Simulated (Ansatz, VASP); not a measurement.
# NaMg3O4 in VASP and in Ansatz

```xyz
8
Lattice="4.3538 0.0000 0.0000 0.0000 4.3538 0.0000 0.0000 0.0000 4.3538" Properties=species:S:1:pos:R:3 pbc="T T T"
Mg    2.1146    2.1859   -0.0425
Mg    2.2024   -0.0238    2.2192
Mg    0.0374    2.1783    2.1487
Na   -0.0078    0.0123    0.0311
O    -0.0063    2.1293    0.0219
O    -0.0093    0.0386    2.1142
O     2.1932    2.2195    2.2019
O     2.2560    0.0262   -0.0498
```

Change from the starting cell: atoms moved at random, drawn with an rms of 0.05 Å.

Alike in both runs: task single point; functional PBE; k mesh 6 × 6 × 6; occupations fermi-dirac, width 0.05 eV; no spin polarisation.

|  | VASP | Ansatz |
| --- | --- | --- |
| version | VASP 6.6.1 | Ansatz 0.2.0 |
| potentials or method | VASP PAW PBE potentials, release 64 (Mg, Na_pv, O) | Ansatz PAW |
| plane-wave cutoff (eV) | 520 | 420 |
| valence electrons in the cell | 37 | 63 |

VASP gave:

| Property | Result |
| --- | --- |
| gap on the k mesh at the Fermi level (eV) | none |
| pressure (GPa) | -0.3 |
| traceless stress, the component that is largest in VASP (GPa) | 0.68 |
| rms of the force components (eV/Å) | 0.464 |

What did Ansatz give for the same quantities?

gap on the k mesh at the Fermi level (eV): none; pressure (GPa): 0.1; traceless stress, the component that is largest in VASP (GPa): 0.66; rms of the force components (eV/Å): 0.453.

Atom by atom the forces differ by 0.012 eV/Å (rms over components). A gap of «none» marks a metal or a gap that the smearing closes. VASP's potentials hold 37 valence electrons a cell and Ansatz's 63, so a difference there can come from the potentials and not from the codes.
